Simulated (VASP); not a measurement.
Write the native input for VASP 6.6.1 that does the following.

```
Task                   : single point
Functional             : PBE
Potentials or basis    : VASP PAW PBE potentials, release 64 (Ti_sv, O)
Cutoff                 : 520 eV
k mesh                 : 6 × 6 × 9
Occupations            : fermi-dirac, width 0.05 eV
Spin                   : no spin polarisation
Dipole correction      : no
Further INCAR settings : ALGO = Normal; EDIFF = 1e-07; NBANDS = 33
```

The structure of TiO2 lies in POSCAR:

```
TiO2
1.0
    4.6603684408      0.0000000000      0.0000000000
    0.0000000000      4.6603684408      0.0000000000
    0.0000000000      0.0000000000      2.9981550462
Ti O
2 4
Direct
    0.0000000000      0.0000000000      0.5000000000
    0.5000000000      0.5000000000      0.0000000000
    0.3043213200      0.3043213200      0.5000000000
    0.1956786800      0.8043213200      0.0000000000
    0.8043213200      0.1956786800      0.0000000000
    0.6956786800      0.6956786800      0.5000000000
```

The input as run:

INCAR

```
ALGO = Normal
EDIFF = 1E-7
ENCUT = 520
GGA = PE
ISIF = 2
ISMEAR = -1
LASPH = True
LCHARG = True
LELF = True
LREAL = False
LVHAR = True
LWAVE = False
NBANDS = 33
NELM = 80
PREC = Accurate
SIGMA = 0.05
```

KPOINTS

```
k-points
0
Gamma
  6 6 9
```

Potentials or basis: VASP PAW PBE potentials, release 64 (Ti_sv, O).

Launch:

```bash
$ cat potpaw_PBE.64/Ti_sv/POTCAR potpaw_PBE.64/O/POTCAR > POTCAR
$ mpirun -np 1 vasp_std > vasp.out
```

Results of the run:

```
Pressure               : -4.0 GPa
Largest force          : 0.156 eV/Å
Band gap on the k mesh : 1.74 eV, direct
```

Wall time 80 s on 1 thread of AMD EPYC 9R14 (Zen 4) (shared host), peak memory 0.19 GiB.
